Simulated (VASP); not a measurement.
# Mg3ZrN (P4/mmm) in VASP: notebook, part 2 of 2

VASP 6.6.1. The steps go on from the part before.

**4. Single point, PBE**

This run uses another cell than the first one, of 21.62 Å³/atom, 1.406 times its volume.

Contents of INCAR:

```
SYSTEM = Mg3ZrN
ALGO = Normal
EDIFF = 1E-7
ENCUT = 520
GGA = PE
ISIF = 2
ISMEAR = 0
LASPH = .True.
LCHARG = .False.
LREAL = .False.
LWAVE = .False.
NBANDS = 20
NELM = 80
PREC = Accurate
SIGMA = 0.1
```

Contents of KPOINTS:

```
k-points
0
Gamma
  12 12 4
  0 0 0
```

Contents of POSCAR:

```
Mg3ZrN
1.0
    3.1008518023      0.0000000000      0.0000000000
    0.0000000000      3.1008518023      0.0000000000
    0.0000000000      0.0000000000     11.2446911317
Mg Zr N
3 1 1
Direct
    0.0000000000      0.0000000000      0.0000000000
    0.5000000000      0.5000000000      0.2090646321
    0.5000000000      0.5000000000      0.7909353679
    0.5000000000      0.5000000000      0.5000000000
    0.0000000000      0.0000000000      0.5000000000
```

Launch:

```
$ cat potpaw_PBE.64/Mg/POTCAR potpaw_PBE.64/Zr_sv/POTCAR potpaw_PBE.64/N/POTCAR > POTCAR
$ mpirun -np 1 vasp_std > vasp.out
```

Wall time 2.3 min (1 thread of Intel Xeon Platinum 8259CL at 2.50GHz (Skylake/Cascade Lake), shared host); peak memory 0.33 GiB.

It converged, with:

| Item | Value |
| --- | --- |
| Free energy | -22.9400 eV |
| Pressure | 0.0 GPa |
| Largest force | 0.006 eV/Å |

Forces in eV/Å, atoms in the order of the input:
```
Mg   0.000  0.000  0.000
Mg   0.000  0.000 -0.006
Mg   0.000  0.000  0.006
Zr   0.000  0.000  0.000
N    0.000  0.000  0.000
```

Stress tensor (GPa, compression positive):
```
 0.03  0.00  0.00
 0.00  0.03  0.00
 0.00  0.00 -0.14
```

Levels at points of the mesh, in eV from the Fermi level:
```csv
k point,band 9,band 10,band 11,band 12,band 13,band 14,band 15,band 16
"(0.00, 0.00, 0.00)",-3.04,-1.55,-1.46,-1.46,0.56,0.79,2.79,2.79
"(0.50, 0.00, 0.00)",-2.78,-2.59,-1.16,-1.02,-0.68,1.28,2.32,3.30
"(0.50, 0.50, 0.00)",-0.25,-0.25,0.54,0.54,0.79,1.73,1.88,2.28
"(0.00, 0.00, 0.50)",-1.73,-1.55,-1.46,-1.46,-1.36,2.79,2.79,3.15
"(0.50, 0.00, 0.50)",-2.73,-2.49,-1.60,-1.25,0.51,0.77,1.86,3.23
"(0.50, 0.50, 0.50)",-0.30,-0.30,0.70,0.70,0.89,1.47,1.92,1.96
```

**5. Relaxation of cell and atoms, PBE**

Contents of INCAR:

```
SYSTEM = Mg3ZrN
PREC = Accurate
ENCUT = 600
EDIFF = 1E-6
ISMEAR = 0
SIGMA = 0.1
LREAL = .FALSE.
LASPH = .TRUE.
NELM = 60
ALGO = Normal
ISIF = 3
LWAVE = .FALSE.
LCHARG = .FALSE.
GGA = PE
IBRION = 2
NSW = 90
EDIFFG = -0.04
```

Contents of KPOINTS:

```
Automatic mesh
0
G
  6 6 4
  0 0 0
```

Contents of POSCAR:

```
Mg3ZrN
1.0
    3.3875744600      0.0000000000      0.0000000000
    0.0000000000      3.3875744600      0.0000000000
    0.0000000000      0.0000000000      6.7021282300
Mg Zr N
3 1 1
Direct
    0.0000000000      0.0000000000      0.0000000000
    0.5000000000      0.5000000000      0.2167410200
    0.5000000000      0.5000000000      0.7832589800
    0.5000000000      0.5000000000      0.5000000000
    0.0000000000      0.0000000000      0.5000000000
```

Launch:

```
$ cat potpaw_PBE.64/Mg/POTCAR potpaw_PBE.64/Zr_sv/POTCAR potpaw_PBE.64/N/POTCAR > POTCAR
$ mpirun -np 1 vasp_std > vasp.out
```

It took 14 min on 1 thread of Intel Xeon Platinum 8259CL at 2.50GHz (Skylake/Cascade Lake), shared host; peak memory 0.23 GiB.

Results (log left out):

| Property | Result |
| --- | --- |
| Free energy | -22.5711 eV |
| Relaxed volume | 20.55 Å³/atom |
| Relaxed cell | a = 3.111 Å, b = 3.111 Å, c = 10.617 Å, α = 90.00°, β = 90.00°, γ = 90.00° |
| Space group after relaxing (to 0.05 Å) | P4/mmm (No. 123) |
| Energy gained by relaxing | 2397.2 meV/atom |
| Ionic steps | 22 |
| Pressure after relaxing | 0.2 GPa |
| Largest force after relaxing | 0.034 eV/Å |

Forces on the atoms (eV/Å):
```
Mg   0.000  0.000  0.000
Mg   0.000  0.000  0.034
Mg   0.000  0.000 -0.034
Zr   0.000  0.000  0.000
N    0.000  0.000  0.000
```

Stress tensor (GPa, compression positive):
```
0.30 0.00 0.00
0.00 0.30 0.00
0.00 0.00 0.02
```

Step by step:
```tsv
step	energy change (eV)	largest force (eV/Å)	pressure (GPa)	volume (Å³)
1	0.0000	13.7290	35.13	76.91
2	-9.2639	4.2088	4.65	110.17
3	-10.1018	2.8904	4.31	95.14
4	-9.8247	3.8687	3.88	101.81
5	-9.9801	3.6094	3.85	99.37
6	-10.0334	3.4560	3.88	98.13
7	-11.0462	1.4912	-1.78	105.63
8	-11.2618	1.1715	-3.82	109.31
9	-11.3563	0.5725	-6.89	116.58
10	-11.3821	0.7180	-5.87	113.81
11	-11.6118	0.9051	3.20	101.93
12	-11.6376	0.8404	0.62	104.55
13	-11.7674	0.7317	0.78	102.94
14	-11.8751	0.0216	2.41	98.09
15	-11.8994	0.3360	1.65	99.75
16	-11.9007	0.2780	1.79	99.41
17	-11.9464	0.1220	-1.30	103.51
18	-11.9464	0.1216	-1.30	103.52
19	-11.9822	0.0772	-0.68	103.64
20	-11.9848	0.0355	-0.43	103.67
21	-11.9848	0.0392	-0.46	103.67
22	-11.9859	0.0336	0.20	102.75
```

Final structure:
```cif
data_structure
_symmetry_space_group_name_H-M 'P 1'
_symmetry_Int_Tables_number 1
_cell_length_a 3.1109
_cell_length_b 3.1109
_cell_length_c 10.6168
_cell_angle_alpha 90.000
_cell_angle_beta 90.000
_cell_angle_gamma 90.000
_cell_volume 102.75
loop_
_atom_site_label
_atom_site_type_symbol
_atom_site_fract_x
_atom_site_fract_y
_atom_site_fract_z
_atom_site_occupancy
Mg1 Mg 0.00000 0.00000 0.00000 1
Mg2 Mg 0.50000 0.50000 0.20801 1
Mg3 Mg 0.50000 0.50000 0.79199 1
Zr1 Zr 0.50000 0.50000 0.50000 1
N1 N 0.00000 0.00000 0.50000 1
```

Levels at points of the mesh, in eV from the Fermi level:
| k point | band 9 | band 10 | band 11 | band 12 | band 13 | band 14 |
| --- | --- | --- | --- | --- | --- | --- |
| (0.00, 0.00, 0.00) | -2.94 | -1.58 | -1.58 | -1.53 | 1.04 | 1.30 |
| (0.50, 0.00, 0.00) | -3.07 | -2.84 | -1.22 | -1.01 | -0.81 | 1.43 |
| (0.50, 0.50, 0.00) | -0.38 | -0.38 | 0.23 | 0.23 | 0.50 | 1.47 |
| (0.00, 0.00, 0.50) | -1.60 | -1.58 | -1.58 | -1.53 | -0.97 | 2.74 |
| (0.50, 0.00, 0.50) | -3.02 | -2.69 | -1.77 | -1.34 | 0.57 | 0.86 |
| (0.50, 0.50, 0.50) | -0.47 | -0.47 | 0.48 | 0.48 | 0.65 | 1.14 |

Caveat: the volume moved by over 15 % at a fixed basis, so the end points are rough.

**6. Single point, PBE, collinear spin, ferromagnetic start**

This run uses another cell than the first one, of 21.79 Å³/atom, 1.417 times its volume.

Contents of INCAR:

```
SYSTEM = Mg3ZrN
PREC = Accurate ; ENCUT = 520
EDIFF = 1E-7 ; ISMEAR = 0
SIGMA = 0.1 ; LREAL = .False.
LASPH = .True. ; NELM = 150
ALGO = Normal ; ISIF = 2
LWAVE = .False. ; LCHARG = .False.
ISPIN = 2 ; MAGMOM = 0 0 0 1 0
LORBIT = 11 ; LMAXMIX = 4
GGA = PE ; NBANDS = 24
```

Contents of KPOINTS:

```
regular mesh
0
Gamma
  6 6 2
  0 0 0
```

Contents of POSCAR:

```
Mg3ZrN
1.0
    3.0894696616      0.0000000000      0.0000000000
    0.0000000000      3.0894696616      0.0000000000
    0.0000000000      0.0000000000     11.4142942638
Mg Zr N
3 1 1
Direct
    0.0000000000      0.0000000000      0.0000000000
    0.5000000000      0.5000000000      0.2153948004
    0.5000000000      0.5000000000      0.7846051996
    0.5000000000      0.5000000000      0.5000000000
    0.0000000000      0.0000000000      0.5000000000
```

Potentials or basis: VASP PAW PBE potentials, release 64 (Mg, Zr_sv, N).

Launch:

```
$ cat potpaw_PBE.64/Mg/POTCAR potpaw_PBE.64/Zr_sv/POTCAR potpaw_PBE.64/N/POTCAR > POTCAR
$ mpirun -np 1 vasp_std > vasp.out
```

Wall time 2.2 min (1 thread of Intel Xeon Platinum 8259CL at 2.50GHz (Skylake/Cascade Lake), shared host); peak memory 0.29 GiB.

Results (log left out):

- Free energy: -23.0106 eV
- Pressure: 0.2 GPa
- Largest force: 0.027 eV/Å
- Net moment: 0.00 μB per cell
- Valence electrons inside the program's atomic spheres: Mg 0.34, 0.35; Zr 9.81; N 3.70

Forces on the atoms (eV/Å):
```
Mg   0.000  0.000  0.000
Mg   0.000  0.000 -0.027
Mg   0.000  0.000  0.027
Zr   0.000  0.000  0.000
N    0.000  0.000  0.000
```

Stress tensor (GPa, compression positive):
```
 0.53  0.00  0.00
 0.00  0.53  0.00
 0.00  0.00 -0.55
```

Levels at points of the mesh, in eV from the Fermi level:
Spin up:
```csv
k point,band 8,band 9,band 10,band 11,band 12,band 13,band 14,band 15
"(0.00, 0.00, 0.00)",-3.38,-3.08,-1.58,-1.48,-1.48,0.43,0.62,2.86
"(0.50, 0.00, 0.00)",-4.23,-2.67,-2.49,-1.12,-0.98,-0.67,1.17,2.27
"(0.50, 0.50, 0.00)",-1.94,-0.23,-0.23,0.68,0.68,0.88,1.85,2.00
"(0.00, 0.00, 0.50)",-3.94,-1.79,-1.58,-1.49,-1.48,-1.48,2.86,2.86
"(0.50, 0.00, 0.50)",-4.24,-2.62,-2.40,-1.56,-1.21,0.49,0.76,1.72
"(0.50, 0.50, 0.50)",-1.94,-0.26,-0.26,0.82,0.82,0.96,1.62,2.03
```
Spin down:
```tsv
k point	band 7	band 8	band 9	band 10	band 11	band 12	band 13	band 14	band 15	band 16
(0.00, 0.00, 0.00)	-5.16	-3.38	-3.08	-1.58	-1.48	-1.48	0.44	0.62	2.86	2.86
(0.50, 0.00, 0.00)	-4.69	-4.23	-2.67	-2.49	-1.12	-0.98	-0.67	1.17	2.27	3.31
(0.50, 0.50, 0.00)	-2.38	-1.94	-0.23	-0.23	0.68	0.68	0.88	1.85	2.00	2.36
(0.00, 0.00, 0.50)	-5.09	-3.94	-1.79	-1.58	-1.49	-1.48	-1.48	2.86	2.86	3.01
(0.50, 0.00, 0.50)	-4.69	-4.24	-2.62	-2.40	-1.56	-1.21	0.49	0.76	1.72	3.14
(0.50, 0.50, 0.50)	-2.38	-1.94	-0.26	-0.26	0.82	0.82	0.96	1.62	2.03	2.03
```

**7. Relaxation of cell and atoms, PBE**

This run uses another cell than the first one, of 21.79 Å³/atom, 1.417 times its volume.

Contents of INCAR:

```
ALGO = Normal
EDIFF = 1E-7
EDIFFG = -0.01
ENCUT = 600
GGA = PE
IBRION = 2
ISIF = 3
ISMEAR = 0
LASPH = True
LCHARG = False
LREAL = False
LWAVE = False
NELM = 100
NSW = 100
PREC = Accurate
SIGMA = 0.1
```

Contents of KPOINTS:

```
k-points
0
Gamma
  12 12 4
```

POSCAR is that of step 6.

Launch:

```
$ cat potpaw_PBE.64/Mg/POTCAR potpaw_PBE.64/Zr_sv/POTCAR potpaw_PBE.64/N/POTCAR > POTCAR
$ mpirun -np 1 vasp_std > vasp.out
```

Run time: 26 min. Hardware: 1 thread of Intel Xeon Platinum 8259CL at 2.50GHz (Skylake/Cascade Lake), shared host; peak memory 0.43 GiB.

It converged, with:

```yaml
Free_energy: -22.9421 eV
Relaxed_volume: 21.58 Å³/atom
Relaxed_cell: a = 3.102 Å, b = 3.102 Å, c = 11.218 Å, α = 90.00°, β = 90.00°, γ = 90.00°
Space_group_after_relaxing_to_0.05_Å: P4/mmm (No. 123)
Energy_gained_by_relaxing: 3.9 meV/atom
Ionic_steps: 12
Pressure_after_relaxing: 0.0 GPa
```

The path:
```tsv
step	energy change (eV)	largest force (eV/Å)	pressure (GPa)	volume (Å³)
1	0.0000	0.1728	0.13	108.95
2	-0.0057	0.1605	-0.39	109.22
3	-0.0067	0.1525	-0.74	109.41
4	-0.0105	0.1378	-0.54	108.88
5	-0.0157	0.0901	0.08	107.34
6	-0.0157	0.0845	0.15	107.18
7	-0.0168	0.0703	0.15	107.28
8	-0.0188	0.0292	0.13	107.56
9	-0.0178	0.0474	0.12	108.11
10	-0.0192	0.0012	0.12	107.75
11	-0.0191	0.0010	-0.17	108.14
12	-0.0193	0.0001	0.00	107.91
```

Final structure:
```
CELL_PARAMETERS angstrom
3.10155 0.00000 0.00000
0.00000 3.10155 0.00000
0.00000 0.00000 11.21811
ATOMIC_POSITIONS crystal
Mg 0.00000 0.00000 0.00000
Mg 0.50000 0.50000 0.20882
Mg 0.50000 0.50000 0.79118
Zr 0.50000 0.50000 0.50000
N 0.00000 0.00000 0.50000
```

Levels at points of the mesh, in eV from the Fermi level:
```csv
k point,band 9,band 10,band 11,band 12,band 13,band 14,band 15
"(0.00, 0.00, 0.00)",-3.04,-1.55,-1.46,-1.46,0.58,0.81,2.79
"(0.50, 0.00, 0.00)",-2.79,-2.60,-1.16,-1.02,-0.68,1.29,2.33
"(0.50, 0.50, 0.00)",-0.26,-0.26,0.53,0.53,0.78,1.72,1.87
"(0.00, 0.00, 0.50)",-1.72,-1.55,-1.46,-1.46,-1.35,2.79,2.79
"(0.50, 0.00, 0.50)",-2.74,-2.50,-1.61,-1.26,0.52,0.77,1.88
"(0.50, 0.50, 0.50)",-0.30,-0.30,0.68,0.68,0.88,1.46,1.91
```

**8. Summary**

| task | spin | cell | k mesh | cutoff (eV) | gap on the mesh (eV) | pressure (GPa) | relaxed volume (Å³/atom) | largest force (eV/Å) |
| --- | --- | --- | --- | --- | --- | --- | --- | --- |
| single point | off | a = 3.388, b = 3.388, c = 6.702 Å, 5 atoms | 6 × 6 × 4 | 520 | none | 35.2 | - | 13.73 |
| single point | off | a = 3.089, b = 3.089, c = 11.414 Å, 5 atoms | 6 × 6 × 4 | 520 | none | 0.2 | - | 0.04 |
| single point | off | a = 3.101, b = 3.101, c = 11.245 Å, 5 atoms | 12 × 12 × 4 | 520 | none | 0.0 | - | 0.01 |
| relaxation of cell and atoms | off | relaxed from a = 3.388, b = 3.388, c = 6.702 Å, 5 atoms | 6 × 6 × 4 | 600 | none | 0.2 | 20.55 | 0.03 |
| single point | collinear, ferromagnetic start | a = 3.089, b = 3.089, c = 11.414 Å, 5 atoms | 6 × 6 × 2 | 520 | none | 0.2 | - | 0.03 |
| relaxation of cell and atoms | off | relaxed from a = 3.089, b = 3.089, c = 11.414 Å, 5 atoms | 12 × 12 × 4 | 600 | none | 0.0 | 21.58 | - |

Alike in all rows: level PBE; potentials or basis VASP PAW PBE potentials, release 64 (Mg, Zr_sv, N); smearing gaussian 0.1 eV.

Caveats: forces of over 1 eV/Å act on the atoms, so gaps and moduli don't describe the material at rest (some runs); the volume moved by over 15 % at a fixed basis, so the end points are rough (some runs).

Absolute energies hang on the potentials; compare differences alone.
